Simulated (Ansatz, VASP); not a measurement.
**One calculation of MgZnTe2, two programs**

The input POSCAR:

```
MgZnTe2
1.0
    4.4327149132      0.0000000000      0.0000000000
    0.0000000000      4.4327149132      0.0000000000
    0.0000000000      0.0000000000      6.3419944015
Mg Te Zn
1 2 1
Direct
    0.0000000000      0.0000000000      0.0000000000
    0.0000000000      0.5000000000      0.2649432005
    0.5000000000      0.0000000000      0.7350567995
    0.5000000000      0.5000000000      0.5000000000
```

The input INCAR.step1:

```
  ALGO = Normal
  EDIFF = 1E-5
  ENCUT = 520
  GGA = PE
  GGA_COMPAT = F
  ISIF = 2
  ISMEAR = 0
  LASPH = T
  LCHARG = F
  LREAL = F
  LWAVE = T
  NBANDS = 21
  NELM = 120
  PREC = Accurate
  SIGMA = 0.01
```

INCAR.step2

```
  ALGO = Normal
  EDIFF = 1E-6
  ENCUT = 520
  GGA = PE
  GGA_COMPAT = F
  HFSCREEN = 0.2079
  ISIF = 2
  ISMEAR = 0
  ISTART = 1
  LASPH = T
  LCHARG = F
  LHFCALC = T
  LREAL = F
  LWAVE = F
  NBANDS = 21
  NELM = 120
  PREC = Accurate
  PRECFOCK = Normal
  SIGMA = 0.01
```

KPOINTS

```
k-points
0
Gamma
  4 4 2
```

Input for Ansatz:

```yaml
crystal:
  lattice:
    - [4.4327149132, 0.0, 0.0]
    - [0.0, 4.4327149132, 0.0]
    - [0.0, 0.0, 6.3419944015]
  atoms:
    - { symbol: Mg, position: [0.0, 0.0, 0.0] }
    - { symbol: Te, position: [0.0, 0.5, 0.2649432005] }
    - { symbol: Zn, position: [0.5, 0.5, 0.5] }
    - { symbol: Te, position: [0.5, 0.0, 0.7350567995] }
kpoints:
  mp_grid: { grid: [4, 4, 2] }
  band_path:
    path:
      - [0.0, 0.0, 0.0]
      - [0.0, 0.5, 0.0]
      - [0.5, 0.5, 0.0]
      - [0.0, 0.0, 0.5]
      - [0.0, 0.5, 0.5]
      - [0.5, 0.5, 0.5]
    npoints: 1
hamiltonian:
  xc: hse06
scf:
  occupations: { method: fixed }
  n_extra_bands: 5
output:
  forces: true
  stress: true
  eigenvalues: true
```

Alike in both runs: task single point; functional HSE06; k mesh 4 × 4 × 2; no spin polarisation.

|  | VASP | Ansatz |
| --- | --- | --- |
| version | VASP 6.6.1 | Ansatz 0.2.0 |
| potentials or method | VASP PAW PBE potentials, release 64 (Mg, Te, Zn) | plane waves, PAW |
| plane-wave cutoff (eV) | 520 | 420 |
| occupations | gaussian, width 0.01 eV | fixed |
| valence electrons in the cell | 26 | 54 |

Ansatz gave:

- gap on the k mesh at the Fermi level (eV): 2.50
- pressure (GPa): 0.4
- rms of the force components (eV/Å): 0.029

Question: What did VASP give for the same quantities?

Answer: gap on the k mesh at the Fermi level (eV): 2.41; pressure (GPa): 0.2; rms of the force components (eV/Å): 0.032.

VASP's potentials hold 26 valence electrons a cell and Ansatz's 54, so a difference there can come from the potentials and not from the codes. Ansatz's warnings: stress exchange threshold loose, stress scf threshold loose.

The k mesh is coarse, so the values compare programs but aren't converged. Spin-orbit coupling is off throughout.
